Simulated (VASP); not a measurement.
Write the native input for VASP 6.6.1 that does the following.

- Task: single point
- Functional: PBE
- Potentials or basis: VASP PAW PBE potentials, release 64 (Sn_d, O)
- Cutoff: 520 eV
- k mesh: 20 × 20 × 20
- Occupations: gaussian, width 0.1 eV
- Spin: no spin polarisation
- Dipole correction: no
- Further INCAR settings: ALGO = Normal; EDIFF = 1e-06; NBANDS = 24

The structure of SnO3 lies in POSCAR:

```
SnO3
1.0
   -1.5574179932      1.5574179932      4.1801163840
    1.5574179932     -1.5574179932      4.1801163840
    1.5574179932      1.5574179932     -4.1801163840
Sn O
1 3
Direct
    0.0000000000      0.0000000000      0.0000000000
    0.7500000000      0.2500000000      0.5000000000
    0.2500000000      0.7500000000      0.5000000000
    0.5000000000      0.5000000000      0.0000000000
```

The cell was built from a structure type or drawn by symmetry, and may not be a known phase.

The input as run:

INCAR

```
PREC = Accurate
ENCUT = 520
EDIFF = 1E-6
ISMEAR = 0
SIGMA = 0.1
LREAL = F
LASPH = T
NELM = 60
ALGO = Normal
ISIF = 2
LWAVE = F
LCHARG = F
GGA = PE
NBANDS = 24
```

KPOINTS

```
regular mesh
0
Gamma
  20 20 20
```

Potentials or basis: VASP PAW PBE potentials, release 64 (Sn_d, O).

The run is started by

```sh
$ cat potpaw_PBE.64/Sn_d/POTCAR potpaw_PBE.64/O/POTCAR > POTCAR
$ mpirun -np 1 vasp_std > vasp.out
```

It gave:

| Property | Result |
| --- | --- |
| Pressure | 0.2 GPa |
| Band gap on the k mesh | zero (bands 16 and 17 overlap by 1.27 eV) |

Caveat: spin-orbit coupling is left out, which moves the levels of the heavy elements.

Wall time 8.1 min on 1 thread of AMD EPYC 9R45 96-Core Processor (Zen 5), with other jobs on the host, peak memory 0.59 GiB.
